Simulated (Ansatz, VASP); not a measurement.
## Au in VASP and in Ansatz

INCAR

```
ALGO = Fast ; EDIFF = 1E-6
EDIFFG = -0.001 ; ENCUT = 600
GGA = PS ; IBRION = 2
ISIF = 3 ; ISMEAR = -1
LASPH = T ; LCHARG = F
LREAL = F ; LWAVE = F
NELM = 100 ; NSW = 80
PREC = Accurate ; SIGMA = 0.15
```

Contents of KPOINTS:

```
k-points
0
Gamma
  20 20 20
```

The input POSCAR:

```
Au
1.0
   -1.6210733942      1.6210733942      1.6210733942
    1.6210733942     -1.6210733942      1.6210733942
    1.6210733942      1.6210733942     -1.6210733942
Au
1
Direct
    0.0000000000      0.0000000000      0.0000000000
```

Input for Ansatz:

```yaml
crystal:
  lattice:
    - [-1.6210733942, 1.6210733942, 1.6210733942]
    - [1.6210733942, -1.6210733942, 1.6210733942]
    - [1.6210733942, 1.6210733942, -1.6210733942]
  atoms:
    - { symbol: Au, position: [0.0, 0.0, 0.0] }
basis:
  ecutwfc: 420
kpoints:
  mp_grid: { grid: [20, 20, 20] }
hamiltonian:
  xc: pbesol
scf:
  occupations: { method: fermi_dirac, width: 0.15 }
output:
  forces: true
  stress: true
  eigenvalues: true
relax:
  adjacent_minimum: "off"
  f_tol: 0.001
  max_steps: 60
  cell: { stress_tol: 0.01 }
```

Alike in both runs: task relaxation of cell and atoms; functional PBEsol; k mesh 20 × 20 × 20; occupations fermi-dirac, width 0.15 eV; no spin polarisation.

|  | VASP | Ansatz |
| --- | --- | --- |
| version | VASP 6.6.1 | Ansatz 0.2.0 |
| potentials or method | VASP PAW PBE potentials, release 64 (Au), cutoff 600 eV | scalar-relativistic, plane waves, PAW |
| valence electrons in the cell | 11 | 19 |

Ansatz gave:

* gap on the k mesh at the Fermi level, each at its own relaxed structure (eV): none
* relaxed volume (Å³/atom): 17.06
* relaxed cell length with the largest relative difference (Å): 2.809

**Question.** What did VASP give for the same quantities?

**Answer.** gap on the k mesh at the Fermi level, each at its own relaxed structure (eV): none; relaxed volume (Å³/atom): 17.04; relaxed cell length with the largest relative difference (Å): 2.808.

VASP's potentials were made for PBE, not for PBEsol. A gap of «none» marks a metal or a gap that the smearing closes. VASP's potentials hold 11 valence electrons a cell and Ansatz's 19, so a difference there can come from the potentials and not from the codes.

Spin-orbit coupling is off throughout.
